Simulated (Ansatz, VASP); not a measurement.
# One calculation of SbMo, two programs

```xyz
4
Lattice="4.6438 0.0000 0.0000 -2.3219 4.0216 0.0000 0.0000 0.0000 5.4541" Properties=species:S:1:pos:R:3 pbc="T T T"
Mo    0.0000    2.6811   -0.3381
Mo    2.3219    1.3405    2.3889
Sb    0.0000    2.6811    2.3889
Sb    2.3219    1.3405    5.1159
```

Alike in both runs: task single point; functional PBE; k mesh 9 × 9 × 5; occupations fermi-dirac, width 0.05 eV; no spin polarisation.

```csv
,VASP,Ansatz
version,VASP 6.6.1,Ansatz 0.2.0
potentials or method,"VASP PAW PBE potentials, release 64 (Mo_sv, Sb), cutoff 520 eV","all-electron LAPW, scalar-relativistic"
```

```csv
,VASP,Ansatz,Ansatz less VASP
pressure (GPa),-0.1,0.0,+0.06
```

Ansatz ran all-electron here, and VASP with PAW potentials. Ansatz's warnings: structure snapped to symmetry.

Spin-orbit coupling is off throughout.
